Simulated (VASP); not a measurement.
P, 4 atoms in the cell. The cell holds a slab with vacuum, 4 atoms: a = 4.627 Å, b = 3.292 Å, c = 27.820 Å, α = 90.00°, β = 90.00°, γ = 90.00°. 

| Item | Value |
| --- | --- |
| Program | VASP 6.6.1 |
| Task | single point |
| Functional | PBE |
| Potentials or basis | VASP PAW PBE potentials, release 64 (P) |
| Cutoff | 520 eV |
| k mesh | 6 × 8 × 1 |
| Occupations | fermi-dirac, width 0.02 eV |
| Spin | no spin polarisation |
| Dipole correction | yes |
| Further INCAR settings | ALGO = Normal; EDIFF = 1e-06; NBANDS = 18 |

Potentials or basis: VASP PAW PBE potentials, release 64 (P).

Command:

```sh
$ cat potpaw_PBE.64/P/POTCAR > POTCAR
$ mpirun -np 1 vasp_std > vasp.out
```

Hardware: 1 thread of Intel(R) Xeon(R) 6975P-C (Granite Rapids), with other jobs on the host.

Question: How long does it take, and how much memory?

Answer: Run time: 84 s on 1 thread of Intel(R) Xeon(R) 6975P-C (Granite Rapids), on a shared host, peak memory 0.46 GiB. Counts: scf iterations 21, k points 20.
